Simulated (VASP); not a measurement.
A run of VASP 6.6.1 is set up as follows.

Contents of INCAR:

```
PREC = Accurate
ENCUT = 520
EDIFF = 1E-7
ISMEAR = 0
SIGMA = 0.15
LREAL = False
LASPH = True
NELM = 80
ALGO = Fast
ISIF = 2
LWAVE = False
LCHARG = True
LELF = True
LVHAR = True
NBANDS = 13
```

Contents of KPOINTS:

```
Automatic mesh
0
Gamma
  18 18 18
```

The input POSCAR:

```
Mo
1.0
    2.7355103972      0.0000000000      0.0000000000
   -1.3677551986      2.3690214963      0.0000000000
    0.0000000000      0.0000000000      2.4785252790
Mo
1
Direct
    0.0000000000      0.0000000000      0.5000000000
```

Potentials or basis: VASP PAW LDA potentials, release 64 (Mo_sv).

The run is started by

```sh
$ cat potpaw_LDA.64/Mo_sv/POTCAR > POTCAR
$ mpirun -np 1 vasp_std > vasp.out
```

(1) Estimate the pressure.

(2) Estimate the band gap on the k mesh.

Results:

(1) -0.4 GPa.

(2) zero (bands 7 and 8 overlap by 2.06 eV).

Caveat: the cell differs from its parent crystal (strain +0.000 along x and y, -0.030 along z).
